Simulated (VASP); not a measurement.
**NbP: single point with PBE**

Crystal: NbP.

```xyz
8
Lattice="3.4475 0.0000 0.0000 0.0000 3.3219 0.0000 0.0000 0.0000 11.3423" Properties=species:S:1:pos:R:3 pbc="T T T"
Nb    1.7237    1.6610    0.0079
Nb    0.0000    1.6610    8.5051
Nb    0.0000    0.0000    5.6790
Nb    1.7237    0.0000    2.8339
P     0.0000    0.0000    0.9393
P     1.7237    0.0000    9.4355
P     1.7237    1.6610    6.6104
P     0.0000    1.6610    3.7644
```

This cell differs from its parent crystal: uniaxial strain along a: +3.0 %.

```
Program                : VASP 6.6.1
Task                   : single point
Functional             : PBE
Potentials or basis    : VASP PAW PBE potentials, release 64 (Nb_sv, P)
Cutoff                 : 520 eV
k mesh                 : 10 × 10 × 4
Occupations            : gaussian, width 0.1 eV
Spin                   : no spin polarisation
Dipole correction      : no
Further INCAR settings : ALGO = Normal; EDIFF = 1e-06; NBANDS = 46
```

```yaml
Pressure: -3.3 GPa
Largest_force: 0.071 eV/Å
Band_gap_on_the_k_mesh: zero (band 36 reaches 10.49 eV, above the bottom of band 37 at 10.47 eV)
```

Forces in eV/Å, atoms in the order of the input:
```
Nb   0.000  0.000  0.071
Nb   0.000  0.000  0.004
Nb   0.000  0.000  0.071
Nb   0.000  0.000  0.004
P    0.000  0.000 -0.007
P    0.000  0.000 -0.068
P    0.000  0.000 -0.007
P    0.000  0.000 -0.068
```

Stress tensor (GPa, compression positive):
```
-7.73  0.00  0.00
 0.00 -1.43  0.00
 0.00  0.00 -0.75
```

Levels at points of the mesh, in eV from the Fermi level:
| k point | band 34 | band 35 | band 36 | band 37 | band 38 | band 39 |
| --- | --- | --- | --- | --- | --- | --- |
| (0.00, 0.00, 0.00) | -1.12 | -0.92 | -0.37 | 0.72 | 1.08 | 1.11 |
| (0.50, 0.00, 0.00) | -1.44 | 0.01 | 0.01 | 0.02 | 0.02 | 1.60 |
| (0.00, 0.50, 0.00) | -1.41 | -0.21 | -0.21 | 0.07 | 0.07 | 1.39 |
| (0.50, 0.50, 0.00) | -0.52 | -0.44 | -0.44 | 2.58 | 2.58 | 2.81 |
| (0.00, 0.00, 0.50) | -1.26 | -0.72 | -0.72 | 0.82 | 0.82 | 1.40 |
| (0.50, 0.00, 0.50) | -1.41 | -0.09 | -0.09 | 0.15 | 0.15 | 1.40 |
| (0.00, 0.50, 0.50) | -1.43 | -0.08 | -0.08 | 0.02 | 0.02 | 1.17 |
| (0.50, 0.50, 0.50) | -0.51 | -0.43 | -0.43 | 2.59 | 2.59 | 2.80 |

Wall time 23 min on 1 thread of AMD EPYC 7R13 (shared host), peak memory 0.54 GiB.

Caveat: the cell differs from its parent crystal (uniaxial strain along a: +3.0 %).
